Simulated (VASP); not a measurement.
# Sb in VASP: a series of runs

Sb is run at these levels: PBEsol; tasks: electric field gradients.

All numbers are computed with VASP 6.6.1; they aren't measurements. Logs are shortened: lines on timing, memory, paths and dates and some standing lists are left out, and cuts for length are marked.

## (1) The cell of the first run

The typed cell holds 2 atoms: a = 4.459 Å, b = 4.506 Å, c = 4.513 Å, α = 57.23°, β = 57.02°, γ = 57.34°.

## (2) Electric field gradients, PBEsol (equal xy, yz and zx shear strains of -1 %)

File INCAR:

```
SYSTEM = Sb
  PREC = Accurate
  ENCUT = 520
  EDIFF = 1E-8
  ISMEAR = -1
  SIGMA = 0.05
  LREAL = .False.
  LASPH = .True.
  NELM = 80
  ALGO = Normal
  ISIF = 2
  LWAVE = .False.
  LCHARG = .False.
  GGA = PS
  LEFG = .True.
  NBANDS = 12
```

File KPOINTS:

```
Automatic mesh
0
Gamma
  9 9 9
  0 0 0
```

File POSCAR:

```
Sb
1.0
    2.1256720836      1.2121766789      3.7270387499
   -2.1755285804      1.2336826823      3.7485447533
   -0.0063035032     -2.5020193611      3.7564164968
Sb
2
Direct
    0.2336400000      0.2336400000      0.2336400000
    0.7663600000      0.7663600000      0.7663600000
```

Potentials or basis: VASP PAW PBE potentials, release 64 (Sb).

Started as:

```sh
> cat potpaw_PBE.64/Sb/POTCAR > POTCAR
> mpirun -np 1 vasp_std > vasp.out
```

OUTCAR:

```text
SYSTEM = Sb
   PREC = Accurate
   ENCUT = 520
   EDIFF = 1E-8
   ISMEAR = -1
   LREAL = .False.
   LASPH = .True.
   NELM = 80
   ISIF = 2
   GGA = PS

 ion  position               nearest neighbor table
   1  0.234  0.234  0.234-   2 2.89   2 2.91   2 2.91   2 3.33   2 3.35   2 3.36
   2  0.766  0.766  0.766-   1 2.89   1 2.91   1 2.91   1 3.33   1 3.35   1 3.36

  LATTYP: Found a triclinic cell.
 ALAT       =     4.2826901800
 B/A-ratio  =     1.0043472705
 C/A-ratio  =     1.0538709749
 COS(alpha) =     0.0027861848
 COS(beta)  =     0.4871714925
 COS(gamma) =     0.4934979113

  Lattice vectors:

 A1 = (   2.1319755868,   3.7141960400,  -0.0293777469)
 A2 = (   4.3012006640,  -0.0215060034,  -0.0215060034)
 A3 = (   0.0063035032,   2.5020193611,  -3.7564164968)

Analysis of symmetry for initial positions (statically):
=====================================================================
 Subroutine PRICEL returns:
 Original cell was already a primitive cell.

 Routine SETGRP: Setting up the symmetry group for a
 triclinic supercell.

 Subroutine GETGRP returns: Found  2 space group operations
 (whereof  2 operations were pure point group operations)
 out of a pool of  2 trial point group operations.

The static configuration has the point symmetry S_2 .

Analysis of symmetry for dynamics (positions and initial velocities):
=====================================================================
 Subroutine PRICEL returns:
 Original cell was already a primitive cell.

 Routine SETGRP: Setting up the symmetry group for a
 triclinic supercell.

 Subroutine GETGRP returns: Found  2 space group operations
 (whereof  2 operations were pure point group operations)
 out of a pool of  2 trial point group operations.

The dynamic configuration has the point symmetry S_2 .

 Subroutine INISYM returns: Found  2 space group operations
 (whereof  2 operations are pure point group operations),
 and found     1 'primitive' translations

----------------------------------------------------------------------------------------

                                     Primitive cell

  volume of cell :      59.9809

  direct lattice vectors                    reciprocal lattice vectors
     2.125672084  1.212176679  3.727038750     0.233626878  0.135852552  0.090878736
    -2.175528580  1.233682682  3.748544753    -0.231382933  0.133515820  0.088542003
    -0.006303503 -2.502019361  3.756416497    -0.000901697 -0.268026123  0.087686700

  length of vectors
     4.458550432  4.506271777  4.513402875     0.285125199  0.281432447  0.282006690

  position of ions in fractional coordinates (direct lattice)
     0.233640000  0.233640000  0.233640000
     0.766360000  0.766360000  0.766360000

  ion indices of the primitive-cell ions
   primitive index   ion index
                 1           1
                 2           2

----------------------------------------------------------------------------------------

 KPOINTS: Automatic mesh

Automatic generation of k-mesh.
 Grid dimensions read from file:
 generate k-points for:    9    9    9

 Generating k-lattice:

  Cartesian coordinates                     Fractional coordinates (reciprocal lattice)
     0.025958542  0.015094728  0.010097637     0.111111111  0.000000000  0.000000000
    -0.025709215  0.014835091  0.009838000    -0.000000000  0.111111111  0.000000000
    -0.000100189 -0.029780680  0.009742967     0.000000000  0.000000000  0.111111111

  Length of vectors
     0.031680578  0.031270272  0.031334077

  Shift w.r.t. Gamma in fractional coordinates (k-lattice)
     0.000000000  0.000000000  0.000000000

 Subroutine IBZKPT returns following result:
 ===========================================

 Found    365 irreducible k-points:

 Following reciprocal coordinates:
            Coordinates               Weight
  0.000000  0.000000  0.000000      1.000000
  0.111111  0.000000  0.000000      2.000000
  0.222222  0.000000  0.000000      2.000000
  0.333333  0.000000  0.000000      2.000000
  0.444444  0.000000  0.000000      2.000000
 -0.000000  0.111111  0.000000      2.000000
[... 16 lines left out ...]
 -0.111111  0.222222 -0.000000      2.000000
  0.000000  0.333333  0.000000      2.000000
 [... further k-points ...]
   k-points           NKPTS =    365   k-points in BZ     NKDIM =    365   number of bands    NBANDS=     12
   number of dos      NEDOS =    301   number of ions     NIONS =      2
   total plane-waves  NPLWV =  46656
   dimension x,y,z NGX =    36 NGY =   36 NGZ =   36
   dimension x,y,z NGXF=    72 NGYF=   72 NGZF=   72
   ions per type =               2
   NGX,Y,Z   is equivalent  to a cutoff of  13.42, 13.28, 13.26 a.u.
   NGXF,Y,Z  is equivalent  to a cutoff of  26.85, 26.56, 26.52 a.u.
 SYSTEM =  Sb
   PREC   = accura    normal or accurate (medium, high low for compatibility)
   ISTART =      0    job   : 0-new  1-cont  2-samecut
   ICHARG =      2    charge: 1-file 2-atom 10-const
   ISPIN  =      1    spin polarized calculation?
   LNONCOLLINEAR =      F non collinear calculations
   LSORBIT =      F    spin-orbit coupling
   LASPH  =      T    aspherical Exc in radial PAW
   ENCUT  =  520.0 eV  38.22 Ry    6.18 a.u.   8.29  8.38  8.39*2*pi/ulx,y,z
   NELM   =     80;   NELMIN=  2; NELMDL= -5     # of ELM steps
   EDIFF  = 0.1E-07   stopping-criterion for ELM
   LREAL  =      F    real-space projection
   EDIFFG = 0.1E-06   stopping-criterion for IOM
   NSW    =      0    number of steps for IOM
   IBRION =     -1    ionic relax: 0-MD 1-quasi-New 2-CG
   NFREE  =      0    steps in history (QN), initial steepest desc. (CG)
   ISIF   =      2    stress and relaxation
   ISYM   =      2    0-nonsym 1-usesym 2-fastsym
   POTIM  = 0.5000    time-step for ionic-motion
   TEBEG  =    0.0;   TEEND  =   0.0 temperature during run
   PSTRESS=    0.0 pullay stress
   NELECT =      10.0000    total number of electrons
   NUPDOWN=      -1.0000    fix difference up-down
   EMIN   =  10.00;   EMAX   =-10.00  energy-range for DOS
   EFERMI =   0.00;   METHOD = LEGACY
   ISMEAR =    -1;   SIGMA  =   0.05  broadening in eV -4-tet -1-fermi 0-gaus
   EFERMI_NEDOS =   21; number of points for ismear=-14 and -15
   IALGO  =     38    algorithm
   IMIX   =      4    mixing-type and parameters
     AMIX     =   0.40;   BMIX     =  1.00
     AMIX_MAG =   1.60;   BMIX_MAG =  1.00
  volume/ion in A,a.u.               =      29.99       202.39
  Fermi-wavevector in a.u.,A,eV,Ry     =   0.901026  1.702691 11.045849  0.811847
  Thomas-Fermi vector in A             =   2.024056
   LORBIT       =      0    0 simple, 1 ext, 2 COOP (PROOUT), +10 PAW based schemes
   GGA     = PS    functional components
   LHFCALC =     F    Hartree Fock is set to
   AEXX    =    0.0000 exact exchange contribution
   IVDW    =     0    specifies the selected vdW correction
   LEPSILON=     F    determine dielectric tensor
   LRPA    =     F    only Hartree local field effects (RPA)
 non-spin polarized calculation
  energy-cutoff  :      520.00
  volume of cell :       59.98
 maximum number of plane-waves:      1630
 NGX is ok and might be reduce to    36
   NGX = 17   NGY = 17   NGZ = 17

 number of electron      10.0000000 magnetization

 Free energy of the ion-electron system (eV)
  ---------------------------------------------------
  ext. energy  EPLUGINS =         0.00000000
  ---------------------------------------------------
  free energy    TOTEN  =        -9.11509038 eV

  energy without entropy =       -9.11327742  energy(sigma->0) =       -9.11418390

 E-fermi :   7.2063     XC(G=0):  -9.6951

 val. band max:        7.1834336064   @ k =   0.4444   0.0000   0.0000
 cond. band min:       7.2131529253   @ k =  -0.0000  -0.0000   0.4444
 fundamental gap:      0.0297193189
 Fermi energy:         7.2062639203

 k-point     1 :       0.0000    0.0000    0.0000
  band No.  band energies     occupation
      1      -5.5659      2.00000
      2       2.4544      2.00000
      3       5.1525      2.00000
      4       5.3343      2.00000
      5       5.5081      2.00000
      6       9.2894      0.00000
      7       9.8623      0.00000
      8      10.0037      0.00000
      9      12.2170      0.00000
     10      12.3190      0.00000
     11      12.4565      0.00000
     12      13.6819      0.00000

 k-point     2 :       0.1111    0.0000    0.0000
  band No.  band energies     occupation
      1      -5.4267      2.00000
      2       1.8664      2.00000
      3       5.1883      2.00000
      4       5.3028      2.00000
      5       5.7045      2.00000
      6       9.2120      0.00000
      7       9.4876      0.00000
      8       9.6636      0.00000
      9      11.8001      0.00000
     10      12.1718      0.00000
     11      12.2706      0.00000
     12      14.6590      0.00000

 k-point     3 :       0.2222    0.0000    0.0000
  band No.  band energies     occupation
      1      -5.0123      2.00000
      2       0.6114      2.00000
      3       5.1845      2.00000
      4       5.2441      2.00000
      5       6.0642      2.00000
      6       8.6231      0.00000
      7       8.7251      0.00000
      8       8.8925      0.00000
      9      11.9087      0.00000
     10      12.4837      0.00000
     11      12.9076      0.00000
     12      16.4972      0.00000
[... 286 lines left out ...]
 k-point    23 :      -0.1111    0.2222   -0.0000
  band No.  band energies     occupation
      1      -4.6991      2.00000
      2      -0.0123      2.00000
      3       4.2521      2.00000
      4       5.8675      2.00000
      5       6.2664      2.00000
      6       7.7097      0.00008
      7       7.9612      0.00000
      8      10.2365      0.00000
      9      11.6415      0.00000
     10      12.7693      0.00000
     11      14.6740      0.00000
     12      15.7627      0.00000

 k-point    24 :       0.0000    0.3333    0.0000
  band No.  band energies     occupation
      1      -4.3615      2.00000
      2      -0.8586      2.00000
      3       5.2917      2.00000
      4       5.3245      2.00000
      5       6.4263      2.00000
      6       7.9202      0.00000
      7       7.9827      0.00000
      8       8.2458      0.00000
      9      12.8082      0.00000
     10      13.6132      0.00000
     11      14.1910      0.00000
     12      17.6915      0.00000

 [... further k-points ...]
[... 5 lines left out ...]
  --------------------------------------------------------------------------------------
  -------------------------------------------------------------------------------------
  Total        0.1817680      0.4196154      0.0889378      0.0283658      0.2309211      0.1114138
  in kB        4.8552871     11.2085326      2.3756583      0.7576922      6.1682351      2.9760226
  external PRESSURE =       6.1464927 kB  Pullay stress =       0.0000000 kB

 VOLUME and BASIS-vectors are now :
 -----------------------------------------------------------------------------
  energy-cutoff  :      520.00
  volume of cell :       59.98
      direct lattice vectors                 reciprocal lattice vectors
     2.125672084  1.212176679  3.727038750     0.233626878  0.135852552  0.090878736
    -2.175528580  1.233682682  3.748544753    -0.231382933  0.133515820  0.088542003
    -0.006303503 -2.502019361  3.756416497    -0.000901697 -0.268026123  0.087686700

 POSITION                                       TOTAL-FORCE (eV/Angst)
 -----------------------------------------------------------------------------------
     -0.01312     -0.01312      2.62424         0.026367      0.049076      0.200949
     -0.04304     -0.04304      8.60776        -0.026367     -0.049076     -0.200949
 -----------------------------------------------------------------------------------
    total drift:                                0.000000     -0.000000      0.000000

  FREE ENERGIE OF THE ION-ELECTRON SYSTEM (eV)
  ---------------------------------------------------
  free  energy   TOTEN  =        -9.1150903767 eV

  energy  without entropy=       -9.1132774189  energy(sigma->0) =       -9.11418390

 Electric field gradients (V/A^2)
---------------------------------------------------------------------
 ion       V_xx      V_yy      V_zz      V_xy      V_xz      V_yz
---------------------------------------------------------------------
   1      24.243    18.716   -42.959    -2.359    -4.659    -7.197
   2      24.243    18.716   -42.959    -2.359    -4.659    -7.197
---------------------------------------------------------------------

 Electric field gradients after diagonalization (V/A^2)
 (convention: |V_zz| > |V_xx| > |V_yy|)
----------------------------------------------------------------------
 ion       V_xx      V_yy      V_zz     asymmetry (V_yy - V_xx)/ V_zz
----------------------------------------------------------------------
   1      25.174    18.965   -44.139       0.141
   2      25.174    18.965   -44.139       0.141
----------------------------------------------------------------------

           NMR quadrupolar parameters

 Cq : quadrupolar parameter    Cq=e*Q*V_zz/h
 eta: asymmetry parameters     (V_yy - V_xx)/ V_zz
 Q  : nuclear electric quadrupole moment in mb (millibarn)
----------------------------------------------------------------------
 ion       Cq(MHz)       eta       Q (mb)
----------------------------------------------------------------------
   1      -0.107       0.141       1.000
   2      -0.107       0.141       1.000
----------------------------------------------------------------------
```

It took 1.8 min on 1 thread of Intel Xeon Platinum 8559C (Emerald Rapids), shared host; peak memory 0.36 GiB.

What came out:

```yaml
Free_energy: -9.1151 eV
Pressure: 0.6 GPa
Largest_force: 0.209 eV/Å
Largest_electric_field_gradient_by_atom: Sb -44.1 V/Å²
```

Forces in eV/Å, atoms in the order of the input:
```
Sb   0.026  0.049  0.201
Sb  -0.026 -0.049 -0.201
```

Stress tensor (GPa, compression positive):
```
0.49 0.08 0.30
0.08 1.12 0.62
0.30 0.62 0.24
```

Electric field gradients, principal values (V/Å²):
| atom | least | middle | greatest (by size) |
| --- | --- | --- | --- |
| 1 Sb | 18.965 | 25.174 | -44.139 |
| 2 Sb | 18.965 | 25.174 | -44.139 |

Caveat: the cell differs from its parent crystal (equal xy, yz and zx shear strains of -1 %); without QUAD_EFG the Cq values of the log hold for a quadrupole moment of 1 mb, not for the nuclei; the PAW data sets were made with another functional, which shifts forces and pressure a little; spin-orbit coupling is left out, which moves the levels of the heavy elements.

## (3) Electric field gradients, PBEsol (equal xy, yz and zx shear strains of +2 %)

File INCAR:

```
SYSTEM = Sb
ALGO = Normal
EDIFF = 1E-8
ENCUT = 520
GGA = PS
ISIF = 2
ISMEAR = -1
LASPH = .True.
LCHARG = .False.
LEFG = .True.
LREAL = .False.
LWAVE = .False.
NBANDS = 12
NELM = 80
PREC = Accurate
SIGMA = 0.05
```

File KPOINTS:

```
k-points
0
Gamma
  9 9 9
  0 0 0
```

File POSCAR:

```
Sb
1.0
    2.2004568288      1.3005956839      3.7779225001
   -2.1007438352      1.2575836773      3.7349104935
    0.0126070064     -2.4458593611      3.7191670064
Sb
2
Direct
    0.2336400000      0.2336400000      0.2336400000
    0.7663600000      0.7663600000      0.7663600000
```

Potentials or basis: VASP PAW PBE potentials, release 64 (Sb).

Started as:

```sh
> cat potpaw_PBE.64/Sb/POTCAR > POTCAR
> mpirun -np 1 vasp_std > vasp.out
```

OUTCAR:

```text
SYSTEM = Sb
   EDIFF = 1E-8
   ENCUT = 520
   GGA = PS
   ISIF = 2
   ISMEAR = -1
   LASPH = .True.
   LREAL = .False.
   NELM = 80
   PREC = Accurate

 ion  position               nearest neighbor table
   1  0.234  0.234  0.234-   2 2.89   2 2.89   2 2.93   2 3.31   2 3.34   2 3.38
   2  0.766  0.766  0.766-   1 2.89   1 2.89   1 2.93   1 3.31   1 3.34   1 3.38

  LATTYP: Found a triclinic cell.
 ALAT       =     4.2640344717
 B/A-ratio  =     1.0088170701
 C/A-ratio  =     1.0439311100
 COS(alpha) =     0.0056920939
 COS(beta)  =     0.4755446219
[... 579 lines left out ...]
  free  energy   TOTEN  =        -9.1097451972 eV

  energy  without entropy=       -9.1078648804  energy(sigma->0) =       -9.10880504

 Electric field gradients (V/A^2)
---------------------------------------------------------------------
 ion       V_xx      V_yy      V_zz      V_xy      V_xz      V_yz
---------------------------------------------------------------------
   1      15.993    26.157   -42.150     4.733     9.165    14.039
   2      15.993    26.157   -42.150     4.733     9.165    14.039
---------------------------------------------------------------------

 Electric field gradients after diagonalization (V/A^2)
 (convention: |V_zz| > |V_xx| > |V_yy|)
----------------------------------------------------------------------
 ion       V_xx      V_yy      V_zz     asymmetry (V_yy - V_xx)/ V_zz
----------------------------------------------------------------------
   1      31.703    14.281   -45.984       0.379
   2      31.703    14.281   -45.984       0.379
----------------------------------------------------------------------

           NMR quadrupolar parameters

 Cq : quadrupolar parameter    Cq=e*Q*V_zz/h
 eta: asymmetry parameters     (V_yy - V_xx)/ V_zz
 Q  : nuclear electric quadrupole moment in mb (millibarn)
----------------------------------------------------------------------
 ion       Cq(MHz)       eta       Q (mb)
----------------------------------------------------------------------
   1      -0.111       0.379       1.000
   2      -0.111       0.379       1.000
----------------------------------------------------------------------
```

OSZICAR:

```text
N       E                     dE             d eps       ncg     rms          rms(c)
DAV:   1     0.342216134040E+02    0.34222E+02   -0.35705E+03  8760   0.655E+02
DAV:   2    -0.722248251706E+01   -0.41444E+02   -0.39961E+02 11444   0.108E+02
DAV:   3    -0.911033996479E+01   -0.18879E+01   -0.18688E+01 10624   0.254E+01
DAV:   4    -0.912676287659E+01   -0.16423E-01   -0.16413E-01 10264   0.285E+00
DAV:   5    -0.912695949715E+01   -0.19662E-03   -0.19662E-03 10788   0.344E-01    0.293E+00
DAV:   6    -0.911618900586E+01    0.10770E-01   -0.25993E-03 10316   0.281E-01    0.176E+00
DAV:   7    -0.910970383768E+01    0.64852E-02   -0.63158E-03 10120   0.433E-01    0.536E-02
DAV:   8    -0.910973740048E+01   -0.33563E-04   -0.16856E-04 10540   0.844E-02    0.175E-02
DAV:   9    -0.910974558934E+01   -0.81889E-05   -0.15378E-05 10816   0.230E-02    0.678E-03
DAV:  10    -0.910974504354E+01    0.54580E-06   -0.14853E-06 10284   0.658E-03    0.113E-03
DAV:  11    -0.910974516134E+01   -0.11779E-06   -0.17557E-07 10772   0.239E-03    0.465E-04
DAV:  12    -0.910974518289E+01   -0.21552E-07   -0.16997E-08  9028   0.686E-04    0.115E-04
DAV:  13    -0.910974519591E+01   -0.13018E-07   -0.17876E-09  5636   0.268E-04    0.560E-05
DAV:  14    -0.910974519722E+01   -0.13188E-08   -0.20573E-10  5200   0.102E-04
   1 F= -.91097452E+01 E0= -.91088050E+01  d E =-.188032E-02
```

stdout:

```text
POSCAR found type information on POSCAR Sb
 POSCAR found :  1 types and       2 ions
 scaLAPACK will be used
 -----------------------------------------------------------------------------
[... 27 lines left out ...]
     0.0000793     0.0212926    -0.1267266     0.0896012    -0.0404729     0.0887842
     0.0001092     0.0212926    -0.1267266     0.0896012    -0.0404729     0.0887842
     0.0001504     0.0212926    -0.1267266     0.0896012    -0.0404729     0.0887842

     0.0000576    -4.3139101   -12.9523384    33.3503553    -8.4129021     4.7298142
     0.0000793    -4.3133810   -12.9510156    33.3467744    -8.4120058     4.7293736
     0.0001092    -4.3125390   -12.9489195    33.3410998    -8.4105851     4.7286765
     0.0001504    -4.3112050   -12.9456124    33.3321462    -8.4083428     4.7275782
```

Wall time 1.8 min (1 thread of Intel Xeon Platinum 8559C (Emerald Rapids), shared host); peak memory 0.36 GiB.

Results:

```yaml
Free_energy: -9.1097 eV
Pressure: 0.6 GPa
Largest_force: 0.231 eV/Å
Band_gap_on_the_k_mesh: zero (bands 5 and 6 overlap by 0.12 eV)
Largest_electric_field_gradient_by_atom: Sb -46.0 V/Å²
```

Forces in eV/Å, atoms in the order of the input:
```
Sb  -0.049 -0.096  0.204
Sb   0.049  0.096 -0.204
```

Electric field gradients, principal values (V/Å²):
```
atom   least  middle  greatest (by size)
1 Sb  14.281  31.703             -45.984
2 Sb  14.281  31.703             -45.984
```

Caveat: the cell differs from its parent crystal (equal xy, yz and zx shear strains of +2 %); without QUAD_EFG the Cq values of the log hold for a quadrupole moment of 1 mb, not for the nuclei; the PAW data sets were made with another functional, which shifts forces and pressure a little; spin-orbit coupling is left out, which moves the levels of the heavy elements.

(Part 1 of 2 ends here.)

The gap in the log of VASP goes by the Fermi energy; the results here count the filled bands.